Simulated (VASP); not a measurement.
# Sr (P-1) in VASP: single point with LDA

Aim: the single point of Sr with LDA.

Program: VASP 6.6.1. These are calculated values, not measurements. Logs are shortened: lines on timing, memory, paths and dates and some standing lists are left out, and cuts for length are marked.

### Step 1. The cell of the first run

The typed cell holds 2 atoms: a = 4.310 Å, b = 4.273 Å, c = 7.051 Å, α = 89.57°, β = 88.85°, γ = 119.13°.

### Step 2. Single point, LDA (equal xy, yz and zx shear strains of +2 %)

File INCAR:

```
ALGO = Normal ; EDIFF = 1E-7
ENCUT = 520 ; ISIF = 2
ISMEAR = -1 ; LASPH = True
LCHARG = False ; LREAL = False
LWAVE = False ; NBANDS = 17
NELM = 80 ; PREC = Accurate
SIGMA = 0.08
```

File KPOINTS:

```
k-points
0
Gamma
  10 10 5
```

File POSCAR:

```
Sr
1.0
    4.3100002207      0.0431000022      0.0431000022
   -2.1176744136      3.7110196803      0.0157756957
    0.0705000000      0.0705000000      7.0500000000
Sr
2
Direct
    0.3333333333      0.6666666667      0.2500000000
    0.6666666667      0.3333333333      0.7500000000
```

Potentials or basis: VASP PAW LDA potentials, release 64 (Sr_sv).

The run is started by

```sh
$ cat potpaw_LDA.64/Sr_sv/POTCAR > POTCAR
$ mpirun -np 1 vasp_std > vasp.out
```

OUTCAR:

```text
EDIFF = 1E-7
   ENCUT = 520
   ISIF = 2
   ISMEAR = -1
   LASPH = True
   LREAL = False
   NELM = 80
   PREC = Accurate

 ion  position               nearest neighbor table
   1  0.333  0.667  0.250-   2 4.27   2 4.27   2 4.29   2 4.32   2 4.36   2 4.38
   2  0.667  0.333  0.750-   1 4.27   1 4.27   1 4.29   1 4.32   1 4.36   1 4.38

  LATTYP: Found a triclinic cell.
 ALAT       =     4.3477779822
 B/A-ratio  =     0.9827452114
 C/A-ratio  =     1.6216800843
 COS(alpha) =     0.0074204947
 COS(beta)  =     0.0272158148
 COS(gamma) =     0.5000757388

  Lattice vectors:

 A1 = (   2.1923258071,   3.7541196825,   0.0588756979)
 A2 = (  -2.1176744136,   3.7110196803,   0.0157756957)
 A3 = (   0.0705000000,   0.0705000000,   7.0500000000)

Analysis of symmetry for initial positions (statically):
=====================================================================
 Subroutine PRICEL returns:
 Original cell was already a primitive cell.

 Routine SETGRP: Setting up the symmetry group for a
 triclinic supercell.

 Subroutine GETGRP returns: Found  2 space group operations
 (whereof  2 operations were pure point group operations)
 out of a pool of  2 trial point group operations.

The static configuration has the point symmetry S_2 .

Analysis of symmetry for dynamics (positions and initial velocities):
=====================================================================
 Subroutine PRICEL returns:
 Original cell was already a primitive cell.

 Routine SETGRP: Setting up the symmetry group for a
 triclinic supercell.

 Subroutine GETGRP returns: Found  2 space group operations
 (whereof  2 operations were pure point group operations)
 out of a pool of  2 trial point group operations.

The dynamic configuration has the point symmetry S_2 .

 Subroutine INISYM returns: Found  2 space group operations
 (whereof  2 operations are pure point group operations),
 and found     1 'primitive' translations

----------------------------------------------------------------------------------------

                                     Primitive cell

  volume of cell :     113.3822

  direct lattice vectors                    reciprocal lattice vectors
     4.310000221  0.043100002  0.043100002     0.230737944  0.131684835 -0.003624228
    -2.117674414  3.711019680  0.015775696    -0.002653119  0.267965007 -0.002653119
     0.070500000  0.070500000  7.050000000    -0.001404674 -0.001404674  0.141872065
[... 76 lines left out ...]
   ISTART =      0    job   : 0-new  1-cont  2-samecut
   ICHARG =      2    charge: 1-file 2-atom 10-const
   ISPIN  =      1    spin polarized calculation?
   LNONCOLLINEAR =      F non collinear calculations
   LSORBIT =      F    spin-orbit coupling
   LASPH  =      T    aspherical Exc in radial PAW
   ENCUT  =  520.0 eV  38.22 Ry    6.18 a.u.   8.01  7.94 13.11*2*pi/ulx,y,z
   NELM   =     80;   NELMIN=  2; NELMDL= -5     # of ELM steps
   EDIFF  = 0.1E-06   stopping-criterion for ELM
   LREAL  =      F    real-space projection
   EDIFFG = 0.1E-05   stopping-criterion for IOM
   NSW    =      0    number of steps for IOM
   IBRION =     -1    ionic relax: 0-MD 1-quasi-New 2-CG
   NFREE  =      0    steps in history (QN), initial steepest desc. (CG)
   ISIF   =      2    stress and relaxation
   ISYM   =      2    0-nonsym 1-usesym 2-fastsym
   POTIM  = 0.5000    time-step for ionic-motion
   TEBEG  =    0.0;   TEEND  =   0.0 temperature during run
   PSTRESS=    0.0 pullay stress
   NELECT =      20.0000    total number of electrons
   NUPDOWN=      -1.0000    fix difference up-down
   EMIN   =  10.00;   EMAX   =-10.00  energy-range for DOS
   EFERMI =   0.00;   METHOD = LEGACY
   ISMEAR =    -1;   SIGMA  =   0.08  broadening in eV -4-tet -1-fermi 0-gaus
   EFERMI_NEDOS =   21; number of points for ismear=-14 and -15
   IALGO  =     38    algorithm
   IMIX   =      4    mixing-type and parameters
     AMIX     =   0.40;   BMIX     =  1.00
     AMIX_MAG =   1.60;   BMIX_MAG =  1.00
  volume/ion in A,a.u.               =      56.69       382.57
  Fermi-wavevector in a.u.,A,eV,Ry     =   0.918128  1.735010 11.469152  0.842959
  Thomas-Fermi vector in A             =   2.043175
   LORBIT       =      0    0 simple, 1 ext, 2 COOP (PROOUT), +10 PAW based schemes
   GGA     = CA    functional components
   LHFCALC =     F    Hartree Fock is set to
   AEXX    =    0.0000 exact exchange contribution
   IVDW    =     0    specifies the selected vdW correction
   LEPSILON=     F    determine dielectric tensor
   LRPA    =     F    only Hartree local field effects (RPA)
 non-spin polarized calculation
  energy-cutoff  :      520.00
  volume of cell :      113.38
 maximum number of plane-waves:      3075
   NGX = 17   NGY = 15   NGZ = 27

 number of electron      20.0000000 magnetization

 Free energy of the ion-electron system (eV)
  ---------------------------------------------------
  ext. energy  EPLUGINS =         0.00000000
  ---------------------------------------------------
  free energy    TOTEN  =        -3.72143457 eV

  energy without entropy =       -3.66161259  energy(sigma->0) =       -3.69152358

 E-fermi :   1.3221     XC(G=0):  -7.4620

 val. band max:        1.3196893139   @ k =   0.3000   0.4000   0.2000
 cond. band min:       1.3225553035   @ k =   0.3000   0.4000  -0.0000
 fundamental gap:      0.0028659896
 Fermi energy:         1.3221162023

 k-point     1 :       0.0000    0.0000    0.0000
  band No.  band energies     occupation
      1     -35.1958      2.00000
      2     -35.1833      2.00000
      3     -17.3630      2.00000
      4     -17.2105      2.00000
      5     -17.2085      2.00000
      6     -17.1862      2.00000
[... 457 lines left out ...]
      4     -17.2799      2.00000
      5     -17.2646      2.00000
      6     -17.2322      2.00000
[... 9 lines left out ...]
     16       4.2091      0.00000
     17       4.3831      0.00000

 [... further k-points ...]
[... 5 lines left out ...]
  --------------------------------------------------------------------------------------
  -------------------------------------------------------------------------------------
  Total       -1.1172776     -1.1092933     -1.0770162     -0.1099545     -0.0758379     -0.0756397
  in kB      -15.7879871    -15.6751629    -15.2190640     -1.5537411     -1.0716482     -1.0688469
  external PRESSURE =     -15.5607380 kB  Pullay stress =       0.0000000 kB

 VOLUME and BASIS-vectors are now :
 -----------------------------------------------------------------------------
  energy-cutoff  :      520.00
  volume of cell :      113.38
      direct lattice vectors                 reciprocal lattice vectors
     4.310000221  0.043100002  0.043100002     0.230737944  0.131684835 -0.003624228
    -2.117674414  3.711019680  0.015775696    -0.002653119  0.267965007 -0.002653119
     0.070500000  0.070500000  7.050000000    -0.001404674 -0.001404674  0.141872065

 POSITION                                       TOTAL-FORCE (eV/Angst)
 -----------------------------------------------------------------------------------
      0.04251      2.50600      1.78738        -0.012070      0.000196      0.001768
      2.22032      1.31861      5.32149         0.012070     -0.000196     -0.001768
 -----------------------------------------------------------------------------------
    total drift:                                0.000000      0.000000      0.000000

  FREE ENERGIE OF THE ION-ELECTRON SYSTEM (eV)
  ---------------------------------------------------
  free  energy   TOTEN  =        -3.7214345734 eV

  energy  without entropy=       -3.6616125918  energy(sigma->0) =       -3.69152358
```

OSZICAR:

```text
N       E                     dE             d eps       ncg     rms          rms(c)
DAV:   1     0.107519432511E+03    0.10752E+03   -0.93267E+03  8576   0.985E+02
DAV:   2     0.477377817233E+01   -0.10275E+03   -0.10118E+03 10969   0.231E+02
DAV:   3    -0.350166057543E+01   -0.82754E+01   -0.82384E+01 15805   0.462E+01
DAV:   4    -0.372005256361E+01   -0.21839E+00   -0.21812E+00 11621   0.670E+00
DAV:   5    -0.372485019626E+01   -0.47976E-02   -0.47970E-02 14137   0.791E-01    0.155E+01
DAV:   6    -0.372285973759E+01    0.19905E-02   -0.13240E-02 11215   0.125E+00    0.871E+00
DAV:   7    -0.372141681552E+01    0.14429E-02   -0.21445E-02 10569   0.155E+00    0.433E-01
DAV:   8    -0.372137350308E+01    0.43312E-04   -0.34250E-03 15461   0.285E-01    0.148E-01
DAV:   9    -0.372141978309E+01   -0.46280E-04   -0.11400E-04 12172   0.523E-02    0.478E-02
DAV:  10    -0.372143406452E+01   -0.14281E-04   -0.15418E-05 11667   0.295E-02    0.103E-02
DAV:  11    -0.372143446071E+01   -0.39619E-06   -0.73512E-07 13880   0.545E-03    0.192E-03
DAV:  12    -0.372143457024E+01   -0.10953E-06   -0.24093E-07  9510   0.241E-03    0.113E-03
DAV:  13    -0.372143457336E+01   -0.31189E-08   -0.20446E-08  7560   0.870E-04
   1 F= -.37214346E+01 E0= -.36915236E+01  d E =-.598220E-01
```

stdout:

```text
POSCAR found type information on POSCAR Sr
 POSCAR found :  1 types and       2 ions
 scaLAPACK will be used
 LDA part: xc-table for (Slater(with rela. corr.)+CA(PZ))
 , standard interpolation
 POSCAR, INCAR and KPOINTS ok, starting setup
 FFT: planning ... GRIDC
 FFT: planning ... GRID_SOFT
 FFT: planning ... GRID
 WAVECAR not read
 entering main loop
```

Wall time 7.4 min (1 thread of Oxide Virtual Turin-like, shared host); peak memory 0.46 GiB.

Results:

| Item | Value |
| --- | --- |
| Free energy | -3.7214 eV |
| Pressure | -1.6 GPa |
| Largest force | 0.012 eV/Å |
| Band gap on the k mesh | zero (band 10 reaches 1.47 eV, above the bottom of band 11 at 1.32 eV) |

Forces on the atoms (eV/Å):
```
Sr  -0.012  0.000  0.002
Sr   0.012  0.000 -0.002
```

Stress tensor (GPa, compression positive):
```
-1.58 -0.16 -0.11
-0.16 -1.57 -0.11
-0.11 -0.11 -1.52
```

Levels at points of the mesh, in eV from the Fermi level:
```
           k point  band 7  band 8  band 9  band 10  band 11  band 12  band 13  band 14
(0.00, 0.00, 0.00)  -18.51  -18.50   -3.62    -1.17     0.09     2.08     2.16     2.27
(0.50, 0.00, 0.00)  -18.55  -18.53   -1.18    -0.56     0.07     0.23     1.22     1.78
(0.00, 0.50, 0.00)  -18.55  -18.53   -1.14    -0.53     0.08     0.23     1.25     1.79
(0.50, 0.50, 0.00)  -18.55  -18.54   -1.10    -0.49     0.09     0.24     1.28     1.79
```

Caveat: the cell differs from its parent crystal (equal xy, yz and zx shear strains of +2 %).
